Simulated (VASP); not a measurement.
# Li: single point with PBE+D3(BJ)

Li:

```
Li
1.0
     7.20531    0.00000    0.00000
     0.00000    7.20531    0.00000
     0.00000    0.00000    7.20531
Li
16
Direct
  0.00641 0.94918 0.14320
  0.53777 0.98348 0.07785
  0.00215 0.42753 0.97595
  0.96204 0.97829 0.55775
  0.24544 0.20639 0.29462
  0.44939 0.45462 0.96705
  0.49305 0.01488 0.56117
  0.79884 0.24882 0.31659
  0.01660 0.44756 0.49858
  0.37597 0.72866 0.27768
  0.23241 0.13625 0.86396
  0.45472 0.43453 0.58833
  0.77108 0.70963 0.26421
  0.75584 0.21955 0.80096
  0.24124 0.79822 0.83956
  0.71435 0.73734 0.79253
```

```
Program                : VASP 6.6.1
Task                   : single point
Functional             : PBE
Dispersion             : D3(BJ)
Potentials or basis    : VASP PAW PBE potentials, release 64 (Li_sv)
Cutoff                 : 520 eV
k mesh                 : 2 × 2 × 2
Occupations            : fermi-dirac, width 0.1 eV
Spin                   : no spin polarisation
Dipole correction      : no
Further INCAR settings : LREAL = Auto; ALGO = Normal; EDIFF = 1e-06; NBANDS = 38
```

- Largest force: 0.793 eV/Å
- Band gap on the k mesh: zero (bands 24 and 25 overlap by 0.75 eV)
- Dispersion energy per atom: -0.147 eV

Forces in eV/Å, atoms in the order of the input:
```
Li   0.094  0.114 -0.348
Li   0.188  0.398 -0.198
Li   0.157  0.379  0.293
Li   0.240 -0.061 -0.009
Li   0.146  0.016 -0.142
Li   0.165 -0.025  0.463
Li   0.077 -0.109 -0.088
Li  -0.686 -0.181 -0.353
Li   0.310  0.425  0.550
Li  -0.572 -0.189  0.175
Li  -0.031  0.503 -0.255
Li   0.090  0.070 -0.165
Li  -0.172 -0.383  0.178
Li  -0.096 -0.210  0.003
Li   0.010 -0.683 -0.143
Li   0.081 -0.065  0.039
```

Levels at points of the mesh, in eV from the Fermi level:
| k point | band 20 | band 21 | band 22 | band 23 | band 24 | band 25 | band 26 | band 27 |
| --- | --- | --- | --- | --- | --- | --- | --- | --- |
| (0.00, 0.00, 0.00) | -1.00 | -0.93 | -0.82 | -0.76 | 0.44 | 0.50 | 0.50 | 0.55 |
| (0.50, 0.00, 0.00) | -0.53 | -0.47 | -0.46 | -0.41 | -0.38 | -0.30 | -0.25 | 1.10 |
| (0.00, 0.50, 0.00) | -0.65 | -0.47 | -0.42 | -0.38 | -0.34 | -0.29 | -0.13 | 0.93 |
| (0.00, 0.00, 0.50) | -0.55 | -0.52 | -0.45 | -0.37 | -0.36 | -0.31 | -0.18 | 1.06 |
| (0.50, 0.50, 0.00) | -1.94 | -0.21 | -0.11 | -0.02 | 0.07 | 0.17 | 0.28 | 0.40 |
| (0.00, 0.50, 0.50) | -1.93 | -0.24 | -0.08 | -0.01 | 0.03 | 0.20 | 0.28 | 0.43 |
| (0.50, 0.00, 0.50) | -2.01 | -0.08 | 0.00 | 0.06 | 0.08 | 0.12 | 0.26 | 0.31 |
| (0.50, 0.50, 0.50) | -1.59 | -1.50 | -1.42 | -1.37 | -1.27 | 1.89 | 1.94 | 2.08 |

Wall time 3.7 min on 1 thread of Intel Xeon 8259CL, on a shared host, peak memory 0.38 GiB.

Caveat: the k points lie up to 0.44 Å⁻¹ apart, too coarse for converged energies and pressures of a metal; the atoms stand as in a frame of molecular dynamics.
